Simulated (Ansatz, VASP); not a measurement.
## Pd: VASP beside Ansatz

INCAR

```
PREC     = Accurate       # precision mode
ENCUT    = 520            # plane-wave cutoff, eV
EDIFF    = 1E-7           # SCF threshold, eV
ISMEAR   = 0              # smearing method
SIGMA    = 0.1            # smearing width, eV
LREAL    = False          # projectors in reciprocal space
LASPH    = True           # aspherical terms in the spheres
NELM     = 60             # most SCF steps
ALGO     = Normal         # electronic algorithm
ISIF     = 2              # what is computed and relaxed
LWAVE    = False          # write WAVECAR
LCHARG   = False          # write CHGCAR
GGA      = PE             # functional
NBANDS   = 11             # bands
```

The input KPOINTS:

```
Automatic mesh
0
Gamma
  18 18 18
```

The input POSCAR:

```
Pd
1.0
    0.0000000000      1.9309482570      1.9309482570
    1.9309482570      0.0000000000      1.9309482570
    1.9309482570      1.9309482570      0.0000000000
Pd
1
Direct
    0.0000000000      0.0000000000      0.0000000000
```

Input for Ansatz:

```yaml
crystal:
  lattice:
    - [0.0, 1.930948257, 1.930948257]
    - [1.930948257, 0.0, 1.930948257]
    - [1.930948257, 1.930948257, 0.0]
  atoms:
    - { symbol: Pd, position: [0.0, 0.0, 0.0] }
basis:
  ecutwfc: 420
kpoints:
  mp_grid: { grid: [18, 18, 18] }
hamiltonian:
  xc: pbe
scf:
  occupations: { method: gaussian, width: 0.1 }
output:
  forces: true
  stress: true
  eigenvalues: true
```

Alike in both runs: task single point; functional PBE; k mesh 18 × 18 × 18; occupations gaussian, width 0.1 eV; no spin polarisation.

|  | VASP | Ansatz |
| --- | --- | --- |
| version | VASP 6.6.1 | Ansatz 0.2.0 |
| potentials or method | VASP PAW PBE potentials, release 64 (Pd), cutoff 520 eV | scalar-relativistic, plane waves, PAW |
| valence electrons in the cell | 10 | 18 |

VASP gave:

- gap on the k mesh at the Fermi level (eV): none
- pressure (GPa): 11.9

Task: What did Ansatz give for the same quantities?

Result: gap on the k mesh at the Fermi level (eV): none; pressure (GPa): 12.3.

A gap of «none» marks a metal or a gap that the smearing closes. With one functional, cell and mesh, what is left measures potentials, basis and numerics. VASP's potentials hold 10 valence electrons a cell and Ansatz's 18, so a difference there can come from the potentials and not from the codes.
